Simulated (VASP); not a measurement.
# P in VASP: notebook, part 2 of 2

VASP 6.6.1. Earlier steps stand in the parts before.

## (3) Single point, PBE+D3(BJ) (layers slid over each other)

INCAR reads:

```
ALGO = Normal
DIPOL = 0.5 0.5 0.385
EDIFF = 1E-6
ENCUT = 520
GGA = PE
IDIPOL = 3
ISIF = 2
ISMEAR = 0
IVDW = 12
LASPH = T
LCHARG = T
LDIPOL = T
LELF = T
LREAL = F
LVACPOTAV = T
LVHAR = T
LWAVE = F
NBANDS = 30
NELM = 60
PREC = Accurate
SIGMA = 0.05
```

KPOINTS reads:

```
k-points
0
Gamma
  8 6 1
```

POSCAR reads:

```
P
1.0
    3.2961869271      0.0000000000      0.0000000000
    0.0000000000      4.4391555608      0.0000000000
    0.0000000000      0.0000000000     21.7461973993
P
8
Direct
    0.5000000000      0.9174951521      0.2069327302
    0.0000000000      0.5825048479      0.2069327302
    0.5000000000      0.0825048479      0.3045635326
    0.0000000000      0.4174951521      0.3045635326
    0.6250000000      0.2075048479      0.4645915106
    0.1250000000     -0.1274854563      0.4645915106
    0.6250000000     -0.6274854563      0.5622223129
    0.1250000000     -0.2924951521      0.5622223129
```

Potentials or basis: VASP PAW PBE potentials, release 64 (P).

Run with:

```sh
$ cat potpaw_PBE.64/P/POTCAR > POTCAR
$ mpirun -np 1 vasp_std > vasp.out
```

OUTCAR:

```text
EDIFF = 1E-6
   ENCUT = 520
   GGA = PE
   ISIF = 2
   ISMEAR = 0
   IVDW = 12
   LASPH = T
   LREAL = F
   NELM = 60
   PREC = Accurate
 IVDW          = 12

 ion  position               nearest neighbor table
   1  0.500  0.917  0.207-   2 2.22   2 2.22   3 2.25
   2  0.000  0.583  0.207-   1 2.22   1 2.22   4 2.25
   3  0.500  0.083  0.305-   4 2.22   4 2.22   1 2.25
   4  0.000  0.417  0.305-   3 2.22   3 2.22   2 2.25
   5  0.625  0.208  0.465-   6 2.22   6 2.22   7 2.25
   6  0.125  0.873  0.465-   5 2.22   5 2.22   8 2.25
   7  0.625  0.373  0.562-   8 2.22   8 2.22   5 2.25
   8  0.125  0.708  0.562-   7 2.22   7 2.22   6 2.25

  LATTYP: Found a simple orthorhombic cell.
 ALAT       =     3.2961869271
 B/A-ratio  =     1.3467547985
 C/A-ratio  =     6.5973799060

  Lattice vectors:

 A1 = (   3.2961869271,   0.0000000000,   0.0000000000)
 A2 = (   0.0000000000,   4.4391555608,   0.0000000000)
 A3 = (   0.0000000000,   0.0000000000,  21.7461973993)

Analysis of symmetry for initial positions (statically):
=====================================================================
 Subroutine PRICEL returns:
 Original cell was already a primitive cell.

 Routine SETGRP: Setting up the symmetry group for a
 simple orthorhombic supercell.

 Subroutine GETGRP returns: Found  2 space group operations
 (whereof  1 operations were pure point group operations)
 out of a pool of  8 trial point group operations.

The static configuration has the point symmetry C_1 .
 The point group associated with its full space group is S_2 .

Analysis of symmetry for dynamics (positions and initial velocities):
=====================================================================
 Subroutine PRICEL returns:
 Original cell was already a primitive cell.

 Routine SETGRP: Setting up the symmetry group for a
 simple orthorhombic supercell.

 Subroutine GETGRP returns: Found  2 space group operations
 (whereof  1 operations were pure point group operations)
 out of a pool of  8 trial point group operations.

The dynamic configuration has the point symmetry C_1 .
 The point group associated with its full space group is S_2 .

 Subroutine INISYM returns: Found  2 space group operations
 (whereof  1 operations are pure point group operations),
 and found     1 'primitive' translations

----------------------------------------------------------------------------------------

                                     Primitive cell

  volume of cell :     318.1966

  direct lattice vectors                    reciprocal lattice vectors
     3.296186927  0.000000000  0.000000000     0.303380853  0.000000000  0.000000000
     0.000000000  4.439155561  0.000000000     0.000000000  0.225268069  0.000000000
     0.000000000  0.000000000 21.746197399     0.000000000  0.000000000  0.045985051

  length of vectors
     3.296186927  4.439155561 21.746197399     0.303380853  0.225268069  0.045985051

  position of ions in fractional coordinates (direct lattice)
     0.500000000  0.917495152  0.206932730
     0.000000000  0.582504848  0.206932730
     0.500000000  0.082504848  0.304563533
     0.000000000  0.417495152  0.304563533
     0.625000000  0.207504848  0.464591511
     0.125000000  0.872514544  0.464591511
     0.625000000  0.372514544  0.562222313
[... 67 lines left out ...]
   number of dos      NEDOS =    301   number of ions     NIONS =      8
   total plane-waves  NPLWV = 163296
   dimension x,y,z NGX =    28 NGY =   36 NGZ =  162
   dimension x,y,z NGXF=    56 NGYF=   72 NGZF=  324
   ions per type =               8
   NGX,Y,Z   is equivalent  to a cutoff of  14.12, 13.48, 12.38 a.u.
   NGXF,Y,Z  is equivalent  to a cutoff of  28.24, 26.96, 24.77 a.u.
 SYSTEM =  unknown system
   PREC   = accura    normal or accurate (medium, high low for compatibility)
   ISTART =      0    job   : 0-new  1-cont  2-samecut
   ICHARG =      2    charge: 1-file 2-atom 10-const
   ISPIN  =      1    spin polarized calculation?
   LNONCOLLINEAR =      F non collinear calculations
   LSORBIT =      F    spin-orbit coupling
   LASPH  =      T    aspherical Exc in radial PAW
   ENCUT  =  520.0 eV  38.22 Ry    6.18 a.u.   6.13  8.25 40.43*2*pi/ulx,y,z
   NELM   =     60;   NELMIN=  2; NELMDL= -5     # of ELM steps
   EDIFF  = 0.1E-05   stopping-criterion for ELM
   LREAL  =      F    real-space projection
   EDIFFG = 0.1E-04   stopping-criterion for IOM
   NSW    =      0    number of steps for IOM
   IBRION =     -1    ionic relax: 0-MD 1-quasi-New 2-CG
   NFREE  =      0    steps in history (QN), initial steepest desc. (CG)
   ISIF   =      2    stress and relaxation
   ISYM   =      2    0-nonsym 1-usesym 2-fastsym
   POTIM  = 0.5000    time-step for ionic-motion
   TEBEG  =    0.0;   TEEND  =   0.0 temperature during run
   PSTRESS=    0.0 pullay stress
   NELECT =      40.0000    total number of electrons
   NUPDOWN=      -1.0000    fix difference up-down
   EMIN   =  10.00;   EMAX   =-10.00  energy-range for DOS
   EFERMI =   0.00;   METHOD = LEGACY
   ISMEAR =     0;   SIGMA  =   0.05  broadening in eV -4-tet -1-fermi 0-gaus
   EFERMI_NEDOS =   21; number of points for ismear=-14 and -15
   IALGO  =     38    algorithm
   IMIX   =      4    mixing-type and parameters
     AMIX     =   0.40;   BMIX     =  1.00
     AMIX_MAG =   1.60;   BMIX_MAG =  1.00
  volume/ion in A,a.u.               =      39.77       268.41
  Fermi-wavevector in a.u.,A,eV,Ry     =   0.820093  1.549751  9.150628  0.672552
  Thomas-Fermi vector in A             =   1.931014
   LORBIT       =      0    0 simple, 1 ext, 2 COOP (PROOUT), +10 PAW based schemes
   GGA     = PE    functional components
   LHFCALC =     F    Hartree Fock is set to
   AEXX    =    0.0000 exact exchange contribution
   IVDW    =    12    specifies the selected vdW correction
   LEPSILON=     F    determine dielectric tensor
   LRPA    =     F    only Hartree local field effects (RPA)
 non-spin polarized calculation
 Gauss-broadening in eV      SIGMA  =   0.05
  energy-cutoff  :      520.00
  volume of cell :      318.20
 maximum number of plane-waves:      8606
 NGX is ok and might be reduce to    28
   NGX = 13   NGY = 17   NGZ = 81

 dipolmoment           0.000000      0.000000      0.000166 electrons x Angstroem

 number of electron      39.9999998 magnetization

 dipolmoment           0.000000      0.000000     -0.000002 electrons x Angstroem

 Free energy of the ion-electron system (eV)
  ---------------------------------------------------
  ext. energy  EPLUGINS =         0.00000000
  ---------------------------------------------------
  free energy    TOTEN  =       -42.92469455 eV

  energy without entropy =      -42.92469455  energy(sigma->0) =      -42.92469455

 E-fermi :   0.4493     XC(G=0):  -5.2760

 val. band max:        0.2370189631   @ k =   0.0000   0.0000   0.0000
 cond. band min:       0.8434736488   @ k =   0.0000   0.0000   0.0000
 fundamental gap:      0.6064546857
 Fermi energy:         0.4492784497

 k-point     1 :       0.0000    0.0000    0.0000
  band No.  band energies     occupation
      1     -14.8630      2.00000
      2     -14.7964      2.00000
      3     -12.3113      2.00000
      4     -12.1338      2.00000
      5      -8.7037      2.00000
      6      -8.6990      2.00000
[... 781 lines left out ...]
     29       5.9272      0.00000
     30       5.9665      0.00000

 [... further k-points ...]

------------------------ aborting loop because EDIFF is reached ----------------------------------------

 Edisp (eV)   -2.33399

 E8    (eV) :    -0.9139

  FORCE on cell =-STRESS in cart. coord.  units (eV):
  Direction    XX          YY          ZZ          XY          YZ          ZX
  --------------------------------------------------------------------------------------
  -------------------------------------------------------------------------------------
  Total      -0.70878    -0.77043    -0.98376     0.03771     0.08205    -0.11606
  in kB      -3.56886    -3.87924    -4.95341     0.18990     0.41315    -0.58440
  external pressure =       -4.13 kB  Pullay stress =        0.00 kB

 VOLUME and BASIS-vectors are now :
 -----------------------------------------------------------------------------
  energy-cutoff  :      520.00
  volume of cell :      318.20
      direct lattice vectors                 reciprocal lattice vectors
     3.296186927  0.000000000  0.000000000     0.303380853  0.000000000  0.000000000
     0.000000000  4.439155561  0.000000000     0.000000000  0.225268069  0.000000000
     0.000000000  0.000000000 21.746197399     0.000000000  0.000000000  0.045985051

 POSITION                                       TOTAL-FORCE (eV/Angst)
 -----------------------------------------------------------------------------------
      1.64809      4.07290      4.50000         0.000196     -0.062224      0.052645
      0.00000      2.58583      4.50000         0.006942      0.025857     -0.002687
      1.64809      0.36625      6.62310         0.013659      0.023599      0.090192
      0.00000      1.85333      6.62310         0.003872      0.033413      0.066681
      2.06012      0.92115     10.10310        -0.013659     -0.023599     -0.090192
      0.41202      3.87323     10.10310        -0.003872     -0.033413     -0.066681
      2.06012      1.65365     12.22620        -0.000196      0.062224     -0.052645
      0.41202      3.14072     12.22620        -0.006942     -0.025857      0.002687
 -----------------------------------------------------------------------------------
    total drift:                                0.000000     -0.000006     -0.000035

  FREE ENERGIE OF THE ION-ELECTRON SYSTEM (eV)
  ---------------------------------------------------
  free  energy   TOTEN  =       -45.2586821999 eV

  energy  without entropy=      -45.2586821999  energy(sigma->0) =      -45.25868220

 vacuum level on the upper side and lower side of the slab         5.257         5.257
```

It took 3.8 min on 1 thread of AMD EPYC 9R45 (Zen 5), shared host; peak memory 0.43 GiB.

Results:

* Free energy: -45.2587 eV
* Largest force: 0.094 eV/Å
* Band gap on the k mesh: 0.61 eV
* Dispersion energy per atom: -0.292 eV

Forces in eV/Å, atoms in the order of the input:
```
P    0.000 -0.062  0.053
P    0.007  0.026 -0.003
P    0.014  0.024  0.090
P    0.004  0.033  0.067
P   -0.014 -0.024 -0.090
P   -0.004 -0.033 -0.067
P    0.000  0.062 -0.053
P   -0.007 -0.026  0.003
```

Caveat: the cell differs from its parent crystal (layers slid over each other).

## (4) Single point, PBE+D3(BJ) (layers slid over each other)

INCAR reads:

```
PREC = Accurate
ENCUT = 520
EDIFF = 1E-6
ISMEAR = 0
SIGMA = 0.05
LREAL = F
LASPH = T
NELM = 100
ALGO = Normal
ISIF = 2
LWAVE = F
LCHARG = F
LDIPOL = T
IDIPOL = 3
DIPOL = 0.5 0.5 0.400
GGA = PE
IVDW = 12
NBANDS = 30
```

KPOINTS reads:

```
Automatic mesh
0
Gamma
  8 6 1
```

POSCAR reads:

```
P
1.0
    3.2961869271      0.0000000000      0.0000000000
    0.0000000000      4.4391555608      0.0000000000
    0.0000000000      0.0000000000     21.7461973993
P
8
Direct
    0.5000000000      0.9174951521      0.2069327302
    0.0000000000      0.5825048479      0.2069327302
    0.5000000000      0.0825048479      0.3045635326
    0.0000000000      0.4174951521      0.3045635326
    0.6250000000      0.2075048479      0.4958613454
    0.1250000000     -0.1274854563      0.4958613454
    0.6250000000     -0.6274854563      0.5934921477
    0.1250000000     -0.2924951521      0.5934921477
```

Run with:

```sh
$ cat potpaw_PBE.64/P/POTCAR > POTCAR
$ mpirun -np 1 vasp_std > vasp.out
```

It took 3.5 min on 1 thread of AMD EPYC 9R45 (Zen 5), shared host; peak memory 0.42 GiB.

The run converged. Its results:

```
Free energy                : -45.1143 eV
Largest force              : 0.075 eV/Å
Band gap on the k mesh     : 0.52 eV
Dispersion energy per atom : -0.275 eV
```

Forces on the atoms (eV/Å):
```
P    0.000 -0.037  0.064
P    0.001  0.025  0.040
P    0.002  0.033  0.048
P    0.001 -0.014  0.032
P   -0.002 -0.033 -0.048
P   -0.001  0.014 -0.032
P    0.000  0.037 -0.064
P   -0.001 -0.025 -0.040
```

Levels at points of the mesh, in eV from the valence-band top:
```csv
k point,band 18,band 19,band 20,band 21,band 22,band 23
"(0.00, 0.00, 0.00)",-1.74,-0.03,0.00,0.52,1.09,1.57
"(0.50, 0.00, 0.00)",-2.10,-1.96,-1.93,1.25,1.27,1.34
"(0.00, 0.50, 0.00)",-1.04,-1.02,-0.94,2.05,2.10,2.11
"(0.50, 0.50, 0.00)",-1.35,-1.28,-1.20,2.19,2.30,2.55
```

Caveat: the cell differs from its parent crystal (layers slid over each other).

## (5) Single point, PBE+D3(BJ) (layers slid over each other)

INCAR reads:

```
SYSTEM = P
ALGO = Normal
DIPOL = 0.5 0.5 0.379
EDIFF = 1E-6
ENCUT = 520
GGA = PE
IDIPOL = 3
ISIF = 2
ISMEAR = 0
IVDW = 12
LASPH = .True.
LCHARG = .False.
LDIPOL = .True.
LREAL = .False.
LWAVE = .False.
NBANDS = 30
NELM = 60
PREC = Accurate
SIGMA = 0.05
```

KPOINTS reads:

```
k-points
0
Gamma
  8 6 1
  0 0 0
```

POSCAR reads:

```
P
1.0
    3.2961869271      0.0000000000      0.0000000000
    0.0000000000      4.4391555608      0.0000000000
    0.0000000000      0.0000000000     21.7461973993
P
8
Direct
    0.5000000000      0.9174951521      0.2069327302
    0.0000000000      0.5825048479      0.2069327302
    0.5000000000      0.0825048479      0.3045635326
    0.0000000000      0.4174951521      0.3045635326
    0.7500000000      0.3325048479      0.4530952478
    0.2500000000     -0.0024854563      0.4530952478
    0.7500000000     -0.5024854563      0.5507260501
    0.2500000000     -0.1674951521      0.5507260501
```

Run with:

```sh
$ cat potpaw_PBE.64/P/POTCAR > POTCAR
$ mpirun -np 1 vasp_std > vasp.out
```

Wall time 3.6 min (1 thread of AMD EPYC 9R45 (Zen 5), shared host); peak memory 0.43 GiB.

Results (log left out):

| Quantity | Value |
| --- | --- |
| Free energy | -45.2136 eV |
| Largest force | 0.123 eV/Å |
| Band gap on the k mesh | 0.30 eV (least direct gap 0.35 eV) |
| Dispersion energy per atom | -0.299 eV |

Forces on the atoms (eV/Å):
```
P    0.019 -0.076  0.032
P    0.030  0.045 -0.095
P    0.054  0.046  0.041
P    0.040  0.099 -0.060
P   -0.054 -0.046 -0.041
P   -0.040 -0.099  0.060
P   -0.019  0.076 -0.032
P   -0.030 -0.045  0.095
```

Levels at points of the mesh, in eV from the valence-band top:
| k point | band 17 | band 18 | band 19 | band 20 | band 21 | band 22 | band 23 | band 24 |
| --- | --- | --- | --- | --- | --- | --- | --- | --- |
| (0.00, 0.00, 0.00) | -1.94 | -1.65 | -0.55 | -0.05 | 0.30 | 1.38 | 1.41 | 1.53 |
| (0.50, 0.00, 0.00) | -2.55 | -2.48 | -1.88 | -1.80 | 0.97 | 0.97 | 1.25 | 1.25 |
| (0.00, 0.50, 0.00) | -1.44 | -1.21 | -1.16 | -0.82 | 1.82 | 1.88 | 1.92 | 2.08 |
| (0.50, 0.50, 0.00) | -1.93 | -1.79 | -1.26 | -1.04 | 1.65 | 1.78 | 2.84 | 2.89 |

Caveat: the cell differs from its parent crystal (layers slid over each other).

## (6) The runs side by side

| cell | gap on the mesh (eV) | largest force (eV/Å) |
| --- | --- | --- |
| as given, atomic positions A | 0.84 | 0.15 |
| as given, atomic positions B | 0.61 | 0.09 |
| as given, atomic positions C | 0.52 | 0.07 |
| as given, atomic positions D | 0.30 | 0.12 |

Alike in all rows: task single point; level PBE+D3(BJ); potentials or basis VASP PAW PBE potentials, release 64 (P); no spin polarisation; k mesh 8 × 6 × 1; cutoff (eV) 520; smearing gaussian 0.05 eV.

Absolute energies hang on the potentials; compare differences alone.
